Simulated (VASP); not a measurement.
# Ga (Cmce) in VASP: further runs

Runs on Ga. Level: PBEsol. Tasks: single point, relaxation of shape and atoms at fixed volume.

All numbers are computed with VASP 6.6.1; they aren't measurements. Logs are shortened: lines on timing, memory, paths and dates and some standing lists are left out, and cuts for length are marked.

### Step 1. The cell of the first run

Symmetry: Cmce, No. 64, orthorhombic system. Conventional cell: a = 4.471 Å, b = 7.594 Å, c = 4.492 Å, α = 90.00°, β = 90.00°, γ = 90.00°. Ga (site symmetry m) has 7 Ga at 2.48 to 2.76 Å within 3.3 Å.

### Step 2. Single point, PBEsol

Contents of INCAR:

```
PREC = Accurate ; ENCUT = 520
EDIFF = 1E-7 ; ISMEAR = 0
SIGMA = 0.1 ; LREAL = F
LASPH = T ; NELM = 60
ALGO = Fast ; ISIF = 2
LWAVE = F ; LCHARG = T
GGA = PS ; LELF = T
LVHAR = T ; NBANDS = 34
```

Contents of KPOINTS:

```
regular mesh
0
Gamma
  12 12 10
```

Contents of POSCAR:

```
Ga
1.0
    2.2353010081     -3.7968229524      0.0000000000
    2.2353010081      3.7968229524      0.0000000000
    0.0000000000      0.0000000000      4.4922268201
Ga
4
Direct
    0.8440003183      0.1559996817      0.0831894145
    0.6559996817      0.3440003183      0.5831894145
    0.1559996817      0.8440003183      0.9168105855
    0.3440003183      0.6559996817      0.4168105855
```

Potentials or basis: VASP PAW PBE potentials, release 64 (Ga_d).

Run with:

```
> cat potpaw_PBE.64/Ga_d/POTCAR > POTCAR
> mpirun -np 1 vasp_std > vasp.out
```

OUTCAR:

```text
PREC = Accurate
   ENCUT = 520
   EDIFF = 1E-7
   ISMEAR = 0
   LREAL = F
   LASPH = T
   NELM = 60
   ISIF = 2
   GGA = PS

 ion  position               nearest neighbor table
   1  0.844  0.156  0.083-   3 2.48   2 2.66   2 2.66   4 2.69   4 2.69   3 2.76   3 2.76
   2  0.656  0.344  0.583-   4 2.48   1 2.66   1 2.66   3 2.69   3 2.69   4 2.76   4 2.76
   3  0.156  0.844  0.917-   1 2.48   4 2.66   4 2.66   2 2.69   2 2.69   1 2.76   1 2.76
   4  0.344  0.656  0.417-   2 2.48   3 2.66   3 2.66   1 2.69   1 2.69   2 2.76   2 2.76

  LATTYP: Found a base centered orthorhombic cell.
 ALAT       =     4.4706020162
 B/A-ratio  =     1.6985734533
 C/A-ratio  =     1.0048371123

  Lattice vectors:

 A1 = (   2.2353010081,  -3.7968229524,   0.0000000000)
 A2 = (   2.2353010081,   3.7968229524,   0.0000000000)
 A3 = (   0.0000000000,   0.0000000000,   4.4922268201)

Analysis of symmetry for initial positions (statically):
=====================================================================
 Subroutine PRICEL returns:
 Original cell was already a primitive cell.

 Routine SETGRP: Setting up the symmetry group for a
 base centered orthorhombic supercell.

 Subroutine GETGRP returns: Found  8 space group operations
 (whereof  4 operations were pure point group operations)
 out of a pool of  8 trial point group operations.

The static configuration has the point symmetry C_2h.
 The point group associated with its full space group is D_2h.

Analysis of symmetry for dynamics (positions and initial velocities):
=====================================================================
 Subroutine PRICEL returns:
 Original cell was already a primitive cell.

 Routine SETGRP: Setting up the symmetry group for a
 base centered orthorhombic supercell.

 Subroutine GETGRP returns: Found  8 space group operations
 (whereof  4 operations were pure point group operations)
 out of a pool of  8 trial point group operations.

The dynamic configuration has the point symmetry C_2h.
 The point group associated with its full space group is D_2h.

 Subroutine INISYM returns: Found  8 space group operations
 (whereof  4 operations are pure point group operations),
 and found     1 'primitive' translations

----------------------------------------------------------------------------------------

                                     Primitive cell

[... 88 lines left out ...]
   ISPIN  =      1    spin polarized calculation?
   LNONCOLLINEAR =      F non collinear calculations
   LSORBIT =      F    spin-orbit coupling
   LASPH  =      T    aspherical Exc in radial PAW
   ENCUT  =  520.0 eV  38.22 Ry    6.18 a.u.   8.19  8.19  8.35*2*pi/ulx,y,z
   NELM   =     60;   NELMIN=  2; NELMDL= -5     # of ELM steps
   EDIFF  = 0.1E-06   stopping-criterion for ELM
   LREAL  =      F    real-space projection
   EDIFFG = 0.1E-05   stopping-criterion for IOM
   NSW    =      0    number of steps for IOM
   IBRION =     -1    ionic relax: 0-MD 1-quasi-New 2-CG
   NFREE  =      0    steps in history (QN), initial steepest desc. (CG)
   ISIF   =      2    stress and relaxation
   ISYM   =      2    0-nonsym 1-usesym 2-fastsym
   POTIM  = 0.5000    time-step for ionic-motion
   TEBEG  =    0.0;   TEEND  =   0.0 temperature during run
   PSTRESS=    0.0 pullay stress
   NELECT =      52.0000    total number of electrons
   NUPDOWN=      -1.0000    fix difference up-down
   EMIN   =  10.00;   EMAX   =-10.00  energy-range for DOS
   EFERMI =   0.00;   METHOD = LEGACY
   ISMEAR =     0;   SIGMA  =   0.10  broadening in eV -4-tet -1-fermi 0-gaus
   EFERMI_NEDOS =   21; number of points for ismear=-14 and -15
   IALGO  =     68    algorithm
   IMIX   =      4    mixing-type and parameters
     AMIX     =   0.40;   BMIX     =  1.00
     AMIX_MAG =   1.60;   BMIX_MAG =  1.00
  volume/ion in A,a.u.               =      19.06       128.64
  Fermi-wavevector in a.u.,A,eV,Ry     =   1.440987  2.723070 28.251713  2.076442
  Thomas-Fermi vector in A             =   2.559669
   LORBIT       =      0    0 simple, 1 ext, 2 COOP (PROOUT), +10 PAW based schemes
   GGA     = PS    functional components
   LHFCALC =     F    Hartree Fock is set to
   AEXX    =    0.0000 exact exchange contribution
   IVDW    =     0    specifies the selected vdW correction
   LEPSILON=     F    determine dielectric tensor
   LRPA    =     F    only Hartree local field effects (RPA)
 non-spin polarized calculation
 RMM-DIIS sequential band-by-band and
 Gauss-broadening in eV      SIGMA  =   0.10
  energy-cutoff  :      520.00
  volume of cell :       76.25
 maximum number of plane-waves:      2072
 NGX is ok and might be reduce to    36
   NGX = 17   NGY = 17   NGZ = 17

 number of electron      52.0000009 magnetization

 Free energy of the ion-electron system (eV)
  ---------------------------------------------------
  ext. energy  EPLUGINS =         0.00000000
  ---------------------------------------------------
  free energy    TOTEN  =       -13.41377380 eV

  energy without entropy =      -13.41013110  energy(sigma->0) =      -13.41195245

 E-fermi :   5.0754     XC(G=0): -10.9375

 val. band max:        5.0698051177   @ k =   0.0000   0.0000   0.4000
 cond. band min:       5.0942088016   @ k =   0.0000   0.0000   0.5000
 fundamental gap:      0.0244036839
 Fermi energy:         5.0754441898

 k-point     1 :       0.0000    0.0000    0.0000
  band No.  band energies     occupation
      1     -10.0240      2.00000
      2     -10.0141      2.00000
      3      -9.9768      2.00000
      4      -9.9601      2.00000
      5      -9.9419      2.00000
      6      -9.9174      2.00000
[... 877 lines left out ...]
     33      12.5222      0.00000
     34      13.4648      0.00000

 [... further k-points ...]
[... 5 lines left out ...]
  --------------------------------------------------------------------------------------
  -------------------------------------------------------------------------------------
  Total        0.0263828      0.0103243      0.0169373      0.0000000      0.0000000      0.0000000
  in kB        0.5543498      0.2169312      0.3558822      0.0000000      0.0000000      0.0000000
  external PRESSURE =       0.3757211 kB  Pullay stress =       0.0000000 kB

 VOLUME and BASIS-vectors are now :
 -----------------------------------------------------------------------------
  energy-cutoff  :      520.00
  volume of cell :       76.25
      direct lattice vectors                 reciprocal lattice vectors
     2.235301008 -3.796822952  0.000000000     0.223683521 -0.131689048  0.000000000
     2.235301008  3.796822952  0.000000000     0.223683521  0.131689048  0.000000000
     0.000000000  0.000000000  4.492226820     0.000000000  0.000000000  0.222606747

 POSITION                                       TOTAL-FORCE (eV/Angst)
 -----------------------------------------------------------------------------------
      2.23530     -2.61222      0.37371         0.000000     -0.005555     -0.000952
      2.23530     -1.18461      2.61982         0.000000      0.005555     -0.000952
      2.23530      2.61222      4.11852         0.000000      0.005555      0.000952
      2.23530      1.18461      1.87241         0.000000     -0.005555      0.000952
 -----------------------------------------------------------------------------------
    total drift:                               -0.000000      0.000000     -0.000000

  FREE ENERGIE OF THE ION-ELECTRON SYSTEM (eV)
  ---------------------------------------------------
  free  energy   TOTEN  =       -13.4137737994 eV

  energy  without entropy=      -13.4101310961  energy(sigma->0) =      -13.41195245
```

stdout:

```text
POSCAR found type information on POSCAR Ga
 POSCAR found :  1 types and       4 ions
 scaLAPACK will be used
 -----------------------------------------------------------------------------
|                                                                             |
|                                                                             |
|     You enforced a specific xc type in the INCAR file but a different       |
|     I HOPE YOU KNOW WHAT YOU ARE DOING!                                     |
|                                                                             |
 -----------------------------------------------------------------------------

 LDA part: xc-table for (Slater+PW92), standard interpolation
 POSCAR, INCAR and KPOINTS ok, starting setup
 FFT: planning ... GRIDC
 FFT: planning ... GRID_SOFT
 FFT: planning ... GRID
 WAVECAR not read
 entering main loop
WARNING in EDDRMM: call to ZHEGV failed, returncode =   8  4     29
WARNING in EDDRMM: call to ZHEGV failed, returncode =   8  4     32
WARNING in EDDRMM: call to ZHEGV failed, returncode =   8  4     31
WARNING in EDDRMM: call to ZHEGV failed, returncode =   6  3     31
```

It took 20 min on 1 thread of AMD EPYC 7R43 (Zen 3), shared host; peak memory 0.52 GiB.

Results:

* Free energy: -13.4138 eV
* Pressure: 0.0 GPa
* Largest force: 0.006 eV/Å
* Band gap on the k mesh: zero (band 26 reaches 5.56 eV, above the bottom of band 27 at 4.18 eV)

Forces on the atoms (eV/Å):
```
Ga   0.000 -0.006 -0.001
Ga   0.000  0.006 -0.001
Ga   0.000  0.006  0.001
Ga   0.000 -0.006  0.001
```

Levels at points of the mesh, in eV from the Fermi level:
```tsv
k point	band 23	band 24	band 25	band 26	band 27	band 28	band 29	band 30
(0.00, 0.00, 0.00)	-3.77	-1.74	-1.63	-0.72	0.95	1.02	1.12	5.24
(0.50, 0.00, 0.00)	-3.42	-3.42	-1.38	-1.38	0.76	0.76	4.27	4.27
(0.50, 0.50, 0.00)	-4.06	-3.33	-1.71	-1.56	1.12	1.23	3.49	3.88
(0.00, 0.00, 0.50)	-0.01	-0.01	0.02	0.02	0.13	0.13	2.12	2.12
(0.50, 0.00, 0.50)	-6.33	-6.33	-1.54	-1.54	0.57	0.57	7.39	7.39
(0.50, 0.50, 0.50)	-5.38	-5.38	-1.27	-1.27	-0.90	-0.90	6.84	6.84
```

Caveat: the PAW data sets were made with another functional, which shifts forces and pressure a little.

(Part 1 of 2 ends here.)
